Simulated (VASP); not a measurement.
Input of a VASP 6.6.1 run:

Contents of INCAR:

```
SYSTEM = MoS2
PREC = Accurate ; ENCUT = 520
EDIFF = 1E-7 ; ISMEAR = 0
SIGMA = 0.05 ; LREAL = .False.
LASPH = .True. ; NELM = 100
ALGO = Normal ; ISIF = 2
LWAVE = .False. ; LCHARG = .False.
GGA = PS ; NBANDS = 35
```

File KPOINTS:

```
regular mesh
0
Gamma
  10 10 2
  0 0 0
```

File POSCAR:

```
MoS2
1.0
   -3.1414322132      0.0000000000      0.0000000000
   -1.5707161066     -2.7205601009      0.0000000000
    0.0000000000      0.0000000000     14.0788195080
Mo S
2 4
Direct
    0.3333333333      0.3333333333      0.2233642441
    0.6666666667      0.6666666667      0.6700927323
    0.3333333333      0.3333333333      0.5593521727
    0.6666666667      0.6666666667      0.1126236845
    0.3333333333      0.3333333333      0.7808332918
    0.6666666667      0.6666666667      0.3341048036
```

Potentials or basis: VASP PAW PBE potentials, release 64 (Mo_sv, S).

Launch:

```console
$ cat potpaw_PBE.64/Mo_sv/POTCAR potpaw_PBE.64/S/POTCAR > POTCAR
$ mpirun -np 1 vasp_std > vasp.out
```

(1) Predict the pressure.

(2) Estimate the band gap on the k mesh.

(3) Estimate the largest force.

Results:

(1) -0.1 GPa.

(2) 1.37 eV, indirect (least direct gap 2.01 eV).

(3) 0.023 eV/Å.

Caveat: the PAW data sets were made with another functional, which shifts forces and pressure a little; this functional lacks dispersion, which binds the layers, so the pressure and a relaxed spacing across them are unreliable.
